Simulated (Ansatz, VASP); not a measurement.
## ZnSe in VASP and in Ansatz

The input INCAR:

```
SYSTEM = ZnSe
PREC = Accurate
ENCUT = 520
EDIFF = 1E-7
ISMEAR = 0
SIGMA = 0.05
LREAL = .FALSE.
LASPH = .TRUE.
NELM = 80
ALGO = Normal
ISIF = 2
LWAVE = .FALSE.
LCHARG = .FALSE.
NBANDS = 16
```

Contents of KPOINTS:

```
regular mesh
0
G
  8 8 8
  0 0 0
```

Contents of POSCAR:

```
ZnSe
1.0
    0.0000000000      2.8601589268      2.7453350283
    2.7453350283      0.0000000000      2.7453350283
    2.7453350283      2.8601589268      0.0000000000
Zn Se
1 1
Direct
    0.0000000000      0.0000000000      0.0000000000
    0.7500000000      0.7500000000      0.7500000000
```

Input for Ansatz:

```yaml
crystal:
  lattice:
    - [0.0, 2.8601589268, 2.7453350283]
    - [2.7453350283, 0.0, 2.7453350283]
    - [2.7453350283, 2.8601589268, 0.0]
  atoms:
    - { symbol: Zn, position: [0.0, 0.0, 0.0] }
    - { symbol: Se, position: [0.75, 0.75, 0.75] }
basis:
  ecutwfc: 520.0
kpoints:
  mp_grid: { grid: [8, 8, 8] }
hamiltonian:
  xc: lda
  pseudopotentials: { kind: paw, azcp: { folder: soft_1 } }
scf:
  occupations: { method: gaussian, width: 0.05 }
output:
  forces: true
  stress: true
  eigenvalues: true
```

Change from the starting cell: strain +e along x and -e along y +0.0000, strain +e along z and -e/2 along x and y +0.0275.

Alike in both runs: task single point; functional LDA; k mesh 8 × 8 × 8; occupations gaussian, width 0.05 eV; no spin polarisation.

|  | VASP | Ansatz |
| --- | --- | --- |
| version | VASP 6.6.1 | Ansatz 0.2.0 |
| potentials or method | VASP PAW LDA potentials, release 64 (Zn, Se), cutoff 520 eV | scalar-relativistic, plane waves, PAW |
| valence electrons in the cell | 18 | 28 |

|  | VASP | Ansatz | Ansatz less VASP |
| --- | --- | --- | --- |
| gap on the k mesh at the Fermi level (eV) | 1.23 | 1.19 | -0.043 |
| least direct gap on the mesh (eV) | 1.23 | 1.19 | -0.043 |
| pressure (GPa) | 0.4 | 0.0 | -0.38 |
| traceless stress, the component that is largest in VASP (GPa) | -1.13 | -1.14 | -0.009 |

Ansatz warns that its potentials were made for another functional, while VASP's fit it. LDA's correlation is that of Perdew and Zunger in VASP and of Perdew and Wang (1992) in Ansatz. VASP's potentials hold 18 valence electrons a cell and Ansatz's 28, so a difference there can come from the potentials and not from the codes.
